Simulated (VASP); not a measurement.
Set up this calculation in VASP 6.6.1, as the native input.

```
Task                   : single point
Functional             : LDA
Potentials or basis    : VASP PAW LDA potentials, release 64 (Si, O)
Cutoff                 : 520 eV
k mesh                 : 4 × 4 × 4
Occupations            : gaussian, width 0.02 eV
Spin                   : no spin polarisation
Dipole correction      : no
Further INCAR settings : LREAL = Auto; ALGO = Normal; EDIFF = 1e-06; NBANDS = 82
```

The structure of SiO2 lies in POSCAR:

```
SiO2
1.0
    7.1600000000      0.0000000000      0.0000000000
    0.0000000000      7.1600000000      0.0000000000
    0.0000000000      0.0000000000      7.1600000000
Si O
8 16
Direct
    0.2763581090      0.2763581090      0.2763581090
    0.2236418910      0.7236418910      0.7763581090
    0.7763581090      0.2236418910      0.7236418910
    0.7236418910      0.7763581090      0.2236418910
    1.0184220690      1.0184220690      1.0184220690
    0.4815779310     -0.0184220690      0.5184220690
    0.5184220690      0.4815779310     -0.0184220690
   -0.0184220690      0.5184220690      0.4815779310
    0.1473159494      0.1473159494      0.1473159494
    0.3526840506      0.8526840506      0.6473159494
    0.6473159494      0.3526840506      0.8526840506
    0.8526840506      0.6473159494      0.3526840506
    0.6392713238      0.6563853562      0.0538481219
    0.8607286762      0.3436146438      0.5538481219
    0.1392713238      0.8436146438      0.9461518781
    0.3607286762      0.1563853562      0.4461518781
    0.0538481219      0.6392713238      0.6563853562
    0.5538481219      0.8607286762      0.3436146438
    0.9461518781      0.1392713238      0.8436146438
    0.4461518781      0.3607286762      0.1563853562
    0.6563853562      0.0538481219      0.6392713238
    0.3436146438      0.5538481219      0.8607286762
    0.8436146438      0.9461518781      0.1392713238
    0.1563853562      0.4461518781      0.3607286762
```

One way to write it, as run:

INCAR

```
PREC     = Accurate       # precision mode
ENCUT    = 520            # plane-wave cutoff, eV
EDIFF    = 1E-6           # SCF threshold, eV
ISMEAR   = 0              # smearing method
SIGMA    = 0.02           # smearing width, eV
LREAL    = Auto         
LASPH    = T              # aspherical terms in the spheres
NELM     = 100            # most SCF steps
ALGO     = Normal         # electronic algorithm
ISIF     = 2              # what is computed and relaxed
LWAVE    = F              # write WAVECAR
LCHARG   = F              # write CHGCAR
NBANDS   = 82             # bands
```

KPOINTS

```
Automatic mesh
0
Gamma
  4 4 4
```

Potentials or basis: VASP PAW LDA potentials, release 64 (Si, O).

Run with:

```console
$ cat potpaw_LDA.64/Si/POTCAR potpaw_LDA.64/O/POTCAR > POTCAR
$ mpirun -np 1 vasp_std > vasp.out
```

It gave:

```yaml
Pressure: 0.0 GPa
Largest_force: 0.032 eV/Å
Band_gap_on_the_k_mesh: 5.53 eV, indirect (the least direct gap lies 2.0 meV higher)
```

Run time: 10 min on 1 thread of Oxide Virtual Turin-like Processor, with other jobs on the host, peak memory 0.38 GiB.
